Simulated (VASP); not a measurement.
# GaP in VASP: a series of runs, part 2 of 2

VASP 6.6.1. The steps go on from the part before.

### Step 6. Single point, PBE

This run uses another cell than the first one, of 20.38 Å³/atom, 1.007 times its volume.

The input, INCAR:

```
PREC = Accurate
ENCUT = 500
EDIFF = 1E-6
ISMEAR = 0
SIGMA = 0.02
LREAL = False
LASPH = True
NELM = 120
ALGO = Normal
ISIF = 2
LWAVE = False
LCHARG = False
GGA = PE
NBANDS = 16
GGA_COMPAT = False
```

The input, KPOINTS:

```
Automatic mesh
0
Gamma
  6 6 6
```

The input, POSCAR:

```
GaP
1.0
    0.0000000000      2.7343341667      2.7252500000
    2.7343341667      0.0000000000      2.7252500000
    2.7343341667      2.7343341667      0.0000000000
Ga P
1 1
Direct
    0.0000000000      0.0000000000      0.0000000000
    0.2500000000      0.2500000000      0.2500000000
```

Potentials or basis: VASP PAW PBE potentials, release 64 (Ga_d, P).

On the command line:

```
cat potpaw_PBE.64/Ga_d/POTCAR potpaw_PBE.64/P/POTCAR > POTCAR
mpirun -np 1 vasp_std > vasp.out
```

OUTCAR:

```text
PREC = Accurate
   ENCUT = 500
   EDIFF = 1E-6
   ISMEAR = 0
   LREAL = False
   LASPH = True
   NELM = 120
   ISIF = 2
   GGA = PE

 ion  position               nearest neighbor table
   1  0.000  0.000  0.000-   2 2.37   2 2.37   2 2.37   2 2.37
   2  0.250  0.250  0.250-   1 2.37   1 2.37   1 2.37   1 2.37

  LATTYP: Found a body centered tetragonal cell.
 ALAT       =     3.8669324626
 C/A-ratio  =     1.4095151784

  Lattice vectors:

 A1 = (   0.0000000000,  -2.7343341667,  -2.7252500000)
 A2 = (   0.0000000000,   2.7343341667,  -2.7252500000)
 A3 = (   2.7343341667,   0.0000000000,   2.7252500000)

Analysis of symmetry for initial positions (statically):
=====================================================================
 Subroutine PRICEL returns:
 Original cell was already a primitive cell.

 Routine SETGRP: Setting up the symmetry group for a
 body centered tetragonal supercell.

 Subroutine GETGRP returns: Found  8 space group operations
 (whereof  8 operations were pure point group operations)
 out of a pool of 16 trial point group operations.

The static configuration has the point symmetry D_2d.

[... 160 lines left out ...]
 E-fermi :   4.7016     XC(G=0):  -9.7998

 val. band max:        4.6033600080   @ k =   0.0000   0.0000   0.0000
 cond. band min:       6.2403841255   @ k =   0.5000   0.0000   0.0000
 fundamental gap:      1.6370241175
 Fermi energy:         4.7016247152

 k-point     1 :       0.0000    0.0000    0.0000
  band No.  band energies     occupation
      1      -9.9563      2.00000
      2      -9.9563      2.00000
      3      -9.9552      2.00000
      4      -9.8587      2.00000
      5      -9.8582      2.00000
      6      -7.8520      2.00000
[... 433 lines left out ...]
      3      -9.9006      2.00000
      4      -9.8821      2.00000
      5      -9.8425      2.00000
      6      -5.2549      2.00000
[... 8 lines left out ...]
     15      16.4925      0.00000
     16      17.8086      0.00000

 [... further k-points ...]

------------------------ aborting loop because EDIFF is reached ----------------------------------------

  FORCE on cell =-STRESS in cart. coord.  units (eV):
  Direction    XX          YY          ZZ          XY          YZ          ZX
  --------------------------------------------------------------------------------------
  -------------------------------------------------------------------------------------
  Total        0.4531206      0.4531206      0.5152138      0.0000000      0.0000000      0.0000000
  in kB       17.8149613     17.8149613     20.2562253      0.0000000      0.0000000      0.0000000
  external PRESSURE =      18.6287160 kB  Pullay stress =       0.0000000 kB

 VOLUME and BASIS-vectors are now :
 -----------------------------------------------------------------------------
  energy-cutoff  :      500.00
  volume of cell :       40.75
      direct lattice vectors                 reciprocal lattice vectors
     0.000000000  2.734334167  2.725250000    -0.182859874  0.182859874  0.183469406
     2.734334167  0.000000000  2.725250000     0.182859874 -0.182859874  0.183469406
     2.734334167  2.734334167  0.000000000     0.182859874  0.182859874 -0.183469406

 POSITION                                       TOTAL-FORCE (eV/Angst)
 -----------------------------------------------------------------------------------
      0.00000      0.00000      0.00000         0.000000      0.000000      0.000000
      1.36717      1.36717      1.36262        -0.000000     -0.000000      0.000000
 -----------------------------------------------------------------------------------
    total drift:                                0.000001      0.000001      0.000001

  FREE ENERGIE OF THE ION-ELECTRON SYSTEM (eV)
  ---------------------------------------------------
  free  energy   TOTEN  =        -9.1059621093 eV

  energy  without entropy=       -9.1059621093  energy(sigma->0) =       -9.10596211
```

OSZICAR:

```text
N       E                     dE             d eps       ncg     rms          rms(c)
DAV:   1     0.824392926130E+02    0.82439E+02   -0.88158E+03   976   0.159E+03
DAV:   2    -0.320597469293E+01   -0.85645E+02   -0.81465E+02  1144   0.309E+02
DAV:   3    -0.926789890693E+01   -0.60619E+01   -0.60466E+01  1160   0.642E+01
DAV:   4    -0.937532366394E+01   -0.10742E+00   -0.10740E+00  1248   0.933E+00
DAV:   5    -0.937727189882E+01   -0.19482E-02   -0.19482E-02  1168   0.107E+00    0.422E+00
DAV:   6    -0.913222183813E+01    0.24505E+00   -0.37930E-01  1488   0.104E+01    0.279E+00
DAV:   7    -0.910502689992E+01    0.27195E-01   -0.94939E-02  1296   0.206E+00    0.111E+00
DAV:   8    -0.910540302788E+01   -0.37613E-03   -0.13609E-02  1136   0.140E+00    0.194E-01
DAV:   9    -0.910581546529E+01   -0.41244E-03   -0.13396E-03  1216   0.505E-01    0.815E-02
DAV:  10    -0.910588955344E+01   -0.74088E-04   -0.11327E-04  1424   0.117E-01    0.403E-02
DAV:  11    -0.910596246767E+01   -0.72914E-04   -0.99323E-05  1128   0.829E-02    0.511E-03
DAV:  12    -0.910596210932E+01    0.35835E-06   -0.28296E-06  1160   0.213E-02
   1 F= -.91059621E+01 E0= -.91059621E+01  d E =-.171485E-14
```

It took 46 s on 1 thread of Intel Xeon 8259CL, shared host; peak memory 0.16 GiB.

What came out:

```yaml
Free_energy: -9.1060 eV
Pressure: 1.9 GPa
Band_gap_on_the_k_mesh: 1.64 eV, indirect (least direct gap 1.76 eV)
```

Stress tensor (GPa, compression positive):
```
1.78 0.00 0.00
0.00 1.78 0.00
0.00 0.00 2.03
```

A k mesh can miss the band edges.

### Step 7. Summary

```tsv
cell	gap on the mesh (eV)	pressure (GPa)
a = 3.854 Å, angles 60.0°, 2 atoms	1.65	2.4
a = 3.835, b = 3.835, c = 3.816 Å, angles 60.2, 60.2, 59.7°, 2 atoms	1.57	4.3
a = 3.841, b = 3.841, c = 3.828 Å, angles 60.1, 60.1, 59.8°, 2 atoms	1.59	3.6
a = 3.848, b = 3.848, c = 3.841 Å, angles 60.1, 60.1, 59.9°, 2 atoms	1.62	3.0
a = 3.861, b = 3.861, c = 3.867 Å, angles 59.9, 59.9, 60.1°, 2 atoms	1.64	1.9
```

Alike in all rows: task single point; level PBE; potentials or basis VASP PAW PBE potentials, release 64 (Ga_d, P); no spin polarisation; k mesh 6 × 6 × 6; cutoff (eV) 500; smearing gaussian 0.02 eV.

Total energies depend on the potentials used, so only differences within one code and one set of settings carry meaning.

### Step 8. Against experiment

Step 2. A measured gap of GaP is 2.34 eV (indirect; 10 K; quoted in “Stacking defects in GaP nanowires: Electronic structure and optical properties”, 2018, arxiv:1810.01194); the calculated 1.65 eV misses it by -0.69 eV. Spin-orbit coupling on Ga is left out. The value is that of PBE on a finite k mesh, which can miss the band edges, without temperature or zero-point motion. Semilocal functionals fall short of measured gaps as a rule.
